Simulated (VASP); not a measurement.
# Fe2O3 (R-3c) in VASP: notebook

Runs on Fe2O3. Level: PBE+U. Tasks: single point.

Everything below comes from runs of VASP 6.6.1. Logs are shortened: lines on timing, memory, paths and dates and some standing lists are left out, and cuts for length are marked.

### Step 1. The cell of the first run

The structure is trigonal, space group R-3c (No. 167). Conventional cell: a = 5.038 Å, b = 5.038 Å, c = 13.772 Å, α = 90.00°, β = 90.00°, γ = 120.00°. Within 2.6 Å of Fe (site symmetry 3) lie 6 O at 1.95 to 2.12 Å. O (site symmetry 2) has 4 Fe at 1.95 to 2.12 Å within 2.6 Å.

### Step 2. Single point, PBE+U, collinear spin, ferromagnetic start

Input file INCAR:

```
SYSTEM = Fe2O3
ALGO = Normal ; EDIFF = 1E-7
ENCUT = 520 ; GGA = PE
ISIF = 2 ; ISMEAR = -1
ISPIN = 2 ; LASPH = .True.
LCHARG = .False. ; LDAU = .True.
LDAUJ = 0 0 ; LDAUL = 2 -1
LDAUPRINT = 1 ; LDAUTYPE = 2
LDAUU = 4.4 0 ; LMAXMIX = 4
LORBIT = 11 ; LREAL = .False.
LWAVE = .False. ; MAGMOM = 4 4 4 4 0 0 0 0 0 0
NBANDS = 49 ; NELM = 150
PREC = Accurate ; SIGMA = 0.05
```

Input file KPOINTS:

```
k-points
0
Gamma
  4 4 4
  0 0 0
```

Input file POSCAR:

```
Fe2O3
1.0
    2.5190008700      1.4543458300      4.5906700000
   -2.5190008700      1.4543458300      4.5906700000
    0.0000000000     -2.9086916600      4.5906700000
Fe O
4 6
Direct
    0.8553000000      0.8553000000      0.8553000000
    0.6447000000      0.6447000000      0.6447000000
    0.1447000000      0.1447000000      0.1447000000
    0.3553000000      0.3553000000      0.3553000000
    0.0559000000      0.4441000000      0.7500000000
    0.7500000000      0.0559000000      0.4441000000
    0.4441000000      0.7500000000      0.0559000000
    0.9441000000      0.5559000000      0.2500000000
    0.2500000000      0.9441000000      0.5559000000
    0.5559000000      0.2500000000      0.9441000000
```

Potentials or basis: VASP PAW PBE potentials, release 64 (Fe, O).

On the command line:

```sh
> cat potpaw_PBE.64/Fe/POTCAR potpaw_PBE.64/O/POTCAR > POTCAR
> mpirun -np 1 vasp_std > vasp.out
```

OUTCAR:

```text
SYSTEM = Fe2O3
   EDIFF = 1E-7
   ENCUT = 520
   GGA = PE
   ISIF = 2
   ISMEAR = -1
   ISPIN = 2
   LASPH = .True.
   LORBIT = 11
   LREAL = .False.
   NELM = 150
   PREC = Accurate

 ion  position               nearest neighbor table
   1  0.855  0.855  0.855-   9 1.95   8 1.95  10 1.95   7 2.12   6 2.12   5 2.12   2 2.90   3 2.97
                             3 2.97   3 2.97
   2  0.645  0.645  0.645-  10 1.95   8 1.95   9 1.95   7 2.12   6 2.12   5 2.12   1 2.90   4 2.97
                             4 2.97   4 2.97
   3  0.145  0.145  0.145-   6 1.95   5 1.95   7 1.95   9 2.12  10 2.12   8 2.12   4 2.90   1 2.97
                             1 2.97   1 2.97
   4  0.355  0.355  0.355-   7 1.95   5 1.95   6 1.95   9 2.12  10 2.12   8 2.12   3 2.90   2 2.97
                             2 2.97   2 2.97
   5  0.056  0.444  0.750-   3 1.95   4 1.95   1 2.12   2 2.12
   6  0.750  0.056  0.444-   3 1.95   4 1.95   1 2.12   2 2.12
   7  0.444  0.750  0.056-   4 1.95   3 1.95   1 2.12   2 2.12
   8  0.944  0.556  0.250-   1 1.95   2 1.95   3 2.12   4 2.12
   9  0.250  0.944  0.556-   1 1.95   2 1.95   3 2.12   4 2.12
  10  0.556  0.250  0.944-   2 1.95   1 1.95   3 2.12   4 2.12

  LATTYP: Found a trigonal (rhomboedric) cell.
 ALAT       =     5.4345872176
 COS(alpha) =     0.5703117236

  Lattice vectors:

 A1 = (   2.5190008700,   1.4543458300,   4.5906700000)
 A2 = (  -2.5190008700,   1.4543458300,   4.5906700000)
 A3 = (   0.0000000000,  -2.9086916600,   4.5906700000)

Analysis of symmetry for initial positions (statically):
=====================================================================
 Subroutine PRICEL returns:
 Original cell was already a primitive cell.

 Routine SETGRP: Setting up the symmetry group for a
 trigonal (rhombohedral) supercell.

 Subroutine GETGRP returns: Found 12 space group operations
 (whereof  6 operations were pure point group operations)
 out of a pool of 12 trial point group operations.

The static configuration has the point symmetry S_6 .
 The point group associated with its full space group is D_3d.

Analysis of symmetry for dynamics (positions and initial velocities):
=====================================================================
 Subroutine PRICEL returns:
 Original cell was already a primitive cell.

 Routine SETGRP: Setting up the symmetry group for a
 trigonal (rhombohedral) supercell.

 Subroutine GETGRP returns: Found 12 space group operations
 (whereof  6 operations were pure point group operations)
 out of a pool of 12 trial point group operations.

The dynamic configuration has the point symmetry S_6 .
 The point group associated with its full space group is D_3d.

Analysis of structural, dynamic, and magnetic symmetry:
=====================================================================
 Subroutine PRICEL returns:
 Original cell was already a primitive cell.

 Routine SETGRP: Setting up the symmetry group for a
 trigonal (rhombohedral) supercell.

 Subroutine GETGRP returns: Found 12 space group operations
 (whereof  6 operations were pure point group operations)
 out of a pool of 12 trial point group operations.

The overall configuration has the point symmetry S_6 .
 The point group associated with its full space group is D_3d.

 Subroutine INISYM returns: Found 12 space group operations
 (whereof  6 operations are pure point group operations),
 and found     1 'primitive' translations

----------------------------------------------------------------------------------------

                                     Primitive cell

  volume of cell :     100.9075

  direct lattice vectors                    reciprocal lattice vectors
     2.519000870  1.454345830  4.590670000     0.198491396  0.114599061  0.072611042
    -2.519000870  1.454345830  4.590670000    -0.198491396  0.114599061  0.072611042
     0.000000000 -2.908691660  4.590670000     0.000000000 -0.229198122  0.072611042

  length of vectors
     5.434587218  5.434587218  5.434587217     0.240424921  0.240424921  0.240424921

  position of ions in fractional coordinates (direct lattice)
     0.855300000  0.855300000  0.855300000
     0.644700000  0.644700000  0.644700000
     0.144700000  0.144700000  0.144700000
     0.355300000  0.355300000  0.355300000
     0.055900000  0.444100000  0.750000000
     0.750000000  0.055900000  0.444100000
     0.444100000  0.750000000  0.055900000
     0.944100000  0.555900000  0.250000000
     0.250000000  0.944100000  0.555900000
     0.555900000  0.250000000  0.944100000

  ion indices of the primitive-cell ions
[... 74 lines left out ...]
   NSW    =      0    number of steps for IOM
   IBRION =     -1    ionic relax: 0-MD 1-quasi-New 2-CG
   NFREE  =      0    steps in history (QN), initial steepest desc. (CG)
   ISIF   =      2    stress and relaxation
   ISYM   =      2    0-nonsym 1-usesym 2-fastsym
   POTIM  = 0.5000    time-step for ionic-motion
[... 45 lines left out ...]
  o =  0.9858  v = -0.0000  0.0000 -1.0000 -0.0000  0.0000  0.0000  0.0000  0.0000  0.0000  0.0000      0.0000  0.0000  0.0000  0.0000  0.0000  0.0000  0.0000  0.0000  0.0000  0.0000
  o =  1.0576  v = -0.6251  0.7750  0.0000 -0.0000 -0.0933  0.0000  0.0000  0.0000  0.0000  0.0000      0.0000  0.0000  0.0000  0.0000  0.0000  0.0000  0.0000  0.0000  0.0000  0.0000
  o =  1.0576  v =  0.0933 -0.0000  0.0000 -0.7750 -0.6251  0.0000  0.0000  0.0000  0.0000  0.0000      0.0000  0.0000  0.0000  0.0000  0.0000  0.0000  0.0000  0.0000  0.0000  0.0000

 number of electron      67.9999996 magnetization      19.9999992

 Free energy of the ion-electron system (eV)
  ---------------------------------------------------
  ext. energy  EPLUGINS =         0.00000000
  ---------------------------------------------------
  free energy    TOTEN  =       -66.97836006 eV

  energy without entropy =      -66.97835938  energy(sigma->0) =      -66.97835972

 E-fermi :   4.4369     XC(G=0): -11.5820

 val. band max:        3.8534370001   @ k =   0.0000   0.0000   0.0000
 cond. band min:       5.0919496054   @ k =  -0.2500   0.2500   0.0000
 fundamental gap:      1.2385126054
 Fermi energy:         4.4368731442

 spin component 1

 k-point     1 :       0.0000    0.0000    0.0000
  band No.  band energies     occupation
      1     -15.3256      1.00000
      2     -13.9008      1.00000
      3     -13.9008      1.00000
      4     -13.7802      1.00000
      5     -13.7403      1.00000
      6     -13.7403      1.00000
[... 626 lines left out ...]
     45      10.8325      0.00000
     46      10.8325      0.00000
 Fermi energy:         4.4368731442

 spin component 2

 k-point     1 :       0.0000    0.0000    0.0000
  band No.  band energies     occupation
      1     -14.6563      1.00000
      2     -13.0476      1.00000
      3     -12.9159      1.00000
      4     -12.9159      1.00000
      5     -12.8975      1.00000
      6     -12.8975      1.00000
[... 626 lines left out ...]
     45      11.7980      0.00000
     46      11.7980      0.00000
 [bands above 46 left out]

------------------------ aborting loop because EDIFF is reached ----------------------------------------

  FORCE on cell =-STRESS in cart. coord.  units (eV):
  Direction    XX          YY          ZZ          XY          YZ          ZX
  --------------------------------------------------------------------------------------
  -------------------------------------------------------------------------------------
  Total        6.2099021      6.2099021      3.6853987      0.0000000     -0.0000000     -0.0000000
  in kB       98.5988853     98.5988852     58.5156086      0.0000000     -0.0000000     -0.0000000
  external PRESSURE =      85.2377930 kB  Pullay stress =       0.0000000 kB

 VOLUME and BASIS-vectors are now :
 -----------------------------------------------------------------------------
  energy-cutoff  :      520.00
  volume of cell :      100.91
      direct lattice vectors                 reciprocal lattice vectors
     2.519000870  1.454345830  4.590670000     0.198491396  0.114599061  0.072611042
    -2.519000870  1.454345830  4.590670000    -0.198491396  0.114599061  0.072611042
     0.000000000 -2.908691660  4.590670000     0.000000000 -0.229198122  0.072611042

 POSITION                                       TOTAL-FORCE (eV/Angst)
 -----------------------------------------------------------------------------------
      0.00000      0.00000     11.77920         0.000000     -0.000000     -0.352935
      0.00000      0.00000      8.87881         0.000000     -0.000000      0.352935
      0.00000      0.00000      1.99281         0.000000     -0.000000      0.352935
      0.00000      0.00000      4.89320         0.000000     -0.000000     -0.352935
     -0.97788     -1.45435      5.73834        -0.165376     -0.000000     -0.000000
      1.74844     -0.11969      5.73834         0.082688     -0.143220      0.000000
     -0.77056      1.57404      5.73834         0.082688      0.143220      0.000000
      0.97788      1.45435      8.03367         0.165376     -0.000000      0.000000
     -1.74844      0.11969      8.03367        -0.082688      0.143220      0.000000
      0.77056     -1.57404      8.03367        -0.082688     -0.143220      0.000000
 -----------------------------------------------------------------------------------
    total drift:                               -0.000000      0.000000     -0.000000

  FREE ENERGIE OF THE ION-ELECTRON SYSTEM (eV)
  ---------------------------------------------------
  free  energy   TOTEN  =       -66.9783600639 eV

  energy  without entropy=      -66.9783593768  energy(sigma->0) =      -66.97835972

 total charge

# of ion       s       p       d       tot
------------------------------------------
    1        0.386   0.558   5.809   6.754
    2        0.386   0.558   5.809   6.754
    3        0.386   0.558   5.809   6.754
    4        0.386   0.558   5.809   6.754
    5        1.559   3.497   0.000   5.056
    6        1.559   3.497   0.000   5.056
    7        1.559   3.497   0.000   5.056
    8        1.559   3.497   0.000   5.056
    9        1.559   3.497   0.000   5.056
   10        1.559   3.497   0.000   5.056
--------------------------------------------------
tot         10.898  23.217  23.237  57.352

 magnetization (x)

# of ion       s       p       d       tot
------------------------------------------
    1        0.027   0.045   4.294   4.365
    2        0.027   0.045   4.294   4.365
    3        0.027   0.045   4.294   4.365
    4        0.027   0.045   4.294   4.365
    5        0.021   0.339   0.000   0.361
    6        0.021   0.339   0.000   0.361
    7        0.021   0.339   0.000   0.361
    8        0.021   0.339   0.000   0.361
    9        0.021   0.339   0.000   0.361
   10        0.021   0.339   0.000   0.361
--------------------------------------------------
tot          0.234   2.215  17.176  19.625
```

Wall time 3.6 min (1 thread of Intel Xeon Platinum 8259CL at 2.50GHz (Skylake/Cascade Lake), shared host); peak memory 0.32 GiB.

Results:

| Property | Result |
| --- | --- |
| Free energy | -66.9784 eV |
| Pressure | 8.5 GPa |
| Largest force | 0.353 eV/Å |
| Band gap on the k mesh | 1.24 eV, indirect (least direct gap 1.46 eV) |
| Net moment | 20.00 μB per cell |
| Site moments | Fe +4.37; O +0.36 μB |
| Valence electrons inside the program's atomic spheres | Fe 6.75; O 5.06 |

Forces on the atoms (eV/Å):
```
Fe   0.000  0.000 -0.353
Fe   0.000  0.000  0.353
Fe   0.000  0.000  0.353
Fe   0.000  0.000 -0.353
O   -0.165  0.000  0.000
O    0.083 -0.143  0.000
O    0.083  0.143  0.000
O    0.165  0.000  0.000
O   -0.083  0.143  0.000
O   -0.083 -0.143  0.000
```

Levels at points of the mesh, in eV from the valence-band top:
Spin up:
| k point | band 42 | band 43 | band 44 | band 45 | band 46 | band 47 |
| --- | --- | --- | --- | --- | --- | --- |
| (0.00, 0.00, 0.00) | -0.54 | 0.00 | 0.00 | 4.35 | 8.26 | 10.35 |
| (0.50, 0.00, 0.00) | -0.89 | -0.37 | -0.37 | 7.64 | 7.64 | 9.06 |
| (0.50, 0.50, 0.00) | -0.34 | -0.24 | -0.23 | 8.12 | 8.25 | 9.31 |
| (0.50, 0.50, 0.50) | -0.34 | -0.34 | -0.34 | 6.98 | 6.98 | 10.86 |
Spin down:
| k point | band 22 | band 23 | band 24 | band 25 | band 26 | band 27 |
| --- | --- | --- | --- | --- | --- | --- |
| (0.00, 0.00, 0.00) | -1.11 | -1.11 | -0.98 | 1.49 | 1.49 | 1.53 |
| (0.50, 0.00, 0.00) | -2.02 | -1.13 | -1.13 | 1.39 | 1.39 | 1.85 |
| (0.50, 0.50, 0.00) | -1.90 | -1.69 | -1.26 | 1.41 | 1.41 | 1.53 |
| (0.50, 0.50, 0.50) | -1.66 | -1.66 | -1.66 | 1.74 | 1.74 | 1.74 |

Eigenvalues of the final occupation matrices:
```csv
site,spin,trace,eigenvalues
site 1 d,1,5.07,0.98 0.98 0.99 1.06 1.06
site 1 d,2,0.77,0.07 0.07 0.08 0.28 0.28
site 2 d,1,5.07,0.98 0.98 0.99 1.06 1.06
site 2 d,2,0.77,0.07 0.07 0.08 0.28 0.28
site 3 d,1,5.07,0.98 0.98 0.99 1.06 1.06
site 3 d,2,0.77,0.07 0.07 0.08 0.28 0.28
site 4 d,1,5.07,0.98 0.98 0.99 1.06 1.06
site 4 d,2,0.77,0.07 0.07 0.08 0.28 0.28
```

Caveat: only a ferromagnetic start was run, and an antiferromagnetic order may lie lower in energy.

### Step 3. Single point, PBE+U, collinear spin, ferromagnetic start

Input file INCAR:

```
SYSTEM = Fe2O3
PREC = Accurate ; ENCUT = 520
EDIFF = 1E-7 ; ISMEAR = -1
SIGMA = 0.05 ; LREAL = .FALSE.
LASPH = .TRUE. ; NELM = 150
ALGO = Normal ; ISIF = 2
LWAVE = .FALSE. ; LCHARG = .TRUE.
ISPIN = 2 ; MAGMOM = 4 4 4 4 0 0 0 0 0 0
LORBIT = 11 ; LMAXMIX = 4
LDAU = .TRUE. ; LDAUTYPE = 2
LDAUL = 2 -1 ; LDAUU = 4.4 0
LDAUJ = 0 0 ; LDAUPRINT = 1
GGA = PE ; LELF = .TRUE.
LVHAR = .TRUE. ; NBANDS = 49
```

Input file KPOINTS:

```
Automatic mesh
0
G
  4 4 4
  0 0 0
```

POSCAR is that of step 2.

Potentials or basis: VASP PAW PBE potentials, release 64 (Fe, O).

On the command line:

```sh
> cat potpaw_PBE.64/Fe/POTCAR potpaw_PBE.64/O/POTCAR > POTCAR
> mpirun -np 1 vasp_std > vasp.out
```

It took 3.8 min on 1 thread of Intel Xeon Platinum 8259CL at 2.50GHz (Skylake/Cascade Lake), shared host; peak memory 0.32 GiB.

It converged, with:

- Free energy: -66.9784 eV
- Pressure: 8.5 GPa
- Largest force: 0.353 eV/Å
- Band gap on the k mesh: 1.24 eV, indirect (least direct gap 1.46 eV)
- Net moment: 20.00 μB per cell
- Site moments: Fe +4.37; O +0.36 μB
- Valence electrons inside the program's atomic spheres: Fe 6.75; O 5.06

Forces on the atoms (eV/Å):
```
Fe   0.000  0.000 -0.353
Fe   0.000  0.000  0.353
Fe   0.000  0.000  0.353
Fe   0.000  0.000 -0.353
O   -0.165  0.000  0.000
O    0.083 -0.143  0.000
O    0.083  0.143  0.000
O    0.165  0.000  0.000
O   -0.083  0.143  0.000
O   -0.083 -0.143  0.000
```

Stress tensor (GPa, compression positive):
```
9.86 0.00 0.00
0.00 9.86 0.00
0.00 0.00 5.85
```

Levels at points of the mesh, in eV from the valence-band top:
Spin up:
```csv
k point,band 40,band 41,band 42,band 43,band 44,band 45,band 46,band 47,band 48,band 49
"(0.00, 0.00, 0.00)",-0.91,-0.54,-0.54,0.00,0.00,4.35,8.26,10.35,10.66,11.29
"(0.50, 0.00, 0.00)",-1.15,-0.89,-0.89,-0.37,-0.37,7.64,7.64,9.06,9.06,10.76
"(0.50, 0.50, 0.00)",-1.34,-0.71,-0.34,-0.24,-0.23,8.12,8.25,9.31,9.35,9.99
"(0.50, 0.50, 0.50)",-1.49,-0.34,-0.34,-0.34,-0.34,6.98,6.98,10.86,10.86,11.47
```
Spin down:
| k point | band 21 | band 22 | band 23 | band 24 | band 25 | band 26 | band 27 | band 28 |
| --- | --- | --- | --- | --- | --- | --- | --- | --- |
| (0.00, 0.00, 0.00) | -1.97 | -1.11 | -1.11 | -0.98 | 1.49 | 1.49 | 1.53 | 1.84 |
| (0.50, 0.00, 0.00) | -2.02 | -2.02 | -1.13 | -1.13 | 1.39 | 1.39 | 1.85 | 1.85 |
| (0.50, 0.50, 0.00) | -1.97 | -1.90 | -1.69 | -1.26 | 1.41 | 1.41 | 1.53 | 1.62 |
| (0.50, 0.50, 0.50) | -1.66 | -1.66 | -1.66 | -1.66 | 1.74 | 1.74 | 1.74 | 1.74 |

Eigenvalues of the final occupation matrices:
```
    site  spin  trace               eigenvalues
site 1 d     1   5.07  0.98 0.98 0.99 1.06 1.06
site 1 d     2   0.77  0.07 0.07 0.08 0.28 0.28
site 2 d     1   5.07  0.98 0.98 0.99 1.06 1.06
site 2 d     2   0.77  0.07 0.07 0.08 0.28 0.28
site 3 d     1   5.07  0.98 0.98 0.99 1.06 1.06
site 3 d     2   0.77  0.07 0.07 0.08 0.28 0.28
site 4 d     1   5.07  0.98 0.98 0.99 1.06 1.06
site 4 d     2   0.77  0.07 0.07 0.08 0.28 0.28
```

Caveat: only a ferromagnetic start was run, and an antiferromagnetic order may lie lower in energy.

### Step 4. Single point, PBE+U, collinear spin, ferromagnetic start

Input file INCAR:

```
ALGO = Normal ; EDIFF = 1E-7
ENCUT = 520 ; GGA = PE
ISIF = 2 ; ISMEAR = -1
ISPIN = 2 ; LASPH = T
LCHARG = T ; LDAU = T
LDAUJ = 0 0 ; LDAUL = 2 -1
LDAUPRINT = 1 ; LDAUTYPE = 2
LDAUU = 4.4 0 ; LELF = T
LMAXMIX = 4 ; LORBIT = 11
LREAL = F ; LVHAR = T
LWAVE = F ; MAGMOM = 4 4 4 4 0 0 0 0 0 0
NBANDS = 49 ; NELM = 150
PREC = Accurate ; SIGMA = 0.05
```

Input file KPOINTS:

```
k-points
0
Gamma
  4 4 4
```

POSCAR is that of step 3.

On the command line:

```sh
> cat potpaw_PBE.64/Fe/POTCAR potpaw_PBE.64/O/POTCAR > POTCAR
> mpirun -np 1 vasp_std > vasp.out
```

It took 3.6 min on 1 thread of Intel Xeon Platinum 8259CL at 2.50GHz (Skylake/Cascade Lake), shared host; peak memory 0.32 GiB.

It converged, with:

| Item | Value |
| --- | --- |
| Free energy | -66.9784 eV |
| Pressure | 8.5 GPa |
| Largest force | 0.353 eV/Å |
| Band gap on the k mesh | 1.24 eV, indirect (least direct gap 1.46 eV) |
| Net moment | 20.00 μB per cell |
| Site moments | Fe +4.37; O +0.36 μB |
| Valence electrons inside the program's atomic spheres | Fe 6.75; O 5.06 |

Forces on the atoms (eV/Å):
```
Fe   0.000  0.000 -0.353
Fe   0.000  0.000  0.353
Fe   0.000  0.000  0.353
Fe   0.000  0.000 -0.353
O   -0.165  0.000  0.000
O    0.083 -0.143  0.000
O    0.083  0.143  0.000
O    0.165  0.000  0.000
O   -0.083  0.143  0.000
O   -0.083 -0.143  0.000
```

Stress tensor (GPa, compression positive):
```
9.86 0.00 0.00
0.00 9.86 0.00
0.00 0.00 5.85
```

Levels at points of the mesh, in eV from the valence-band top:
Spin up:
| k point | band 40 | band 41 | band 42 | band 43 | band 44 | band 45 | band 46 | band 47 | band 48 | band 49 |
| --- | --- | --- | --- | --- | --- | --- | --- | --- | --- | --- |
| (0.00, 0.00, 0.00) | -0.91 | -0.54 | -0.54 | 0.00 | 0.00 | 4.35 | 8.26 | 10.35 | 10.66 | 11.29 |
| (0.50, 0.00, 0.00) | -1.15 | -0.89 | -0.89 | -0.37 | -0.37 | 7.64 | 7.64 | 9.06 | 9.06 | 10.76 |
| (0.50, 0.50, 0.00) | -1.34 | -0.71 | -0.34 | -0.24 | -0.23 | 8.12 | 8.25 | 9.31 | 9.35 | 9.99 |
| (0.50, 0.50, 0.50) | -1.49 | -0.34 | -0.34 | -0.34 | -0.34 | 6.98 | 6.98 | 10.86 | 10.86 | 11.47 |
Spin down:
```csv
k point,band 21,band 22,band 23,band 24,band 25,band 26,band 27,band 28
"(0.00, 0.00, 0.00)",-1.97,-1.11,-1.11,-0.98,1.49,1.49,1.53,1.84
"(0.50, 0.00, 0.00)",-2.02,-2.02,-1.13,-1.13,1.39,1.39,1.85,1.85
"(0.50, 0.50, 0.00)",-1.97,-1.90,-1.69,-1.26,1.41,1.41,1.53,1.62
"(0.50, 0.50, 0.50)",-1.66,-1.66,-1.66,-1.66,1.74,1.74,1.74,1.74
```

Eigenvalues of the final occupation matrices:
```tsv
site	spin	trace	eigenvalues
site 1 d	1	5.07	0.98 0.98 0.99 1.06 1.06
site 1 d	2	0.77	0.07 0.07 0.08 0.28 0.28
site 2 d	1	5.07	0.98 0.98 0.99 1.06 1.06
site 2 d	2	0.77	0.07 0.07 0.08 0.28 0.28
site 3 d	1	5.07	0.98 0.98 0.99 1.06 1.06
site 3 d	2	0.77	0.07 0.07 0.08 0.28 0.28
site 4 d	1	5.07	0.98 0.98 0.99 1.06 1.06
site 4 d	2	0.77	0.07 0.07 0.08 0.28 0.28
```

Caveat: only a ferromagnetic start was run, and an antiferromagnetic order may lie lower in energy.
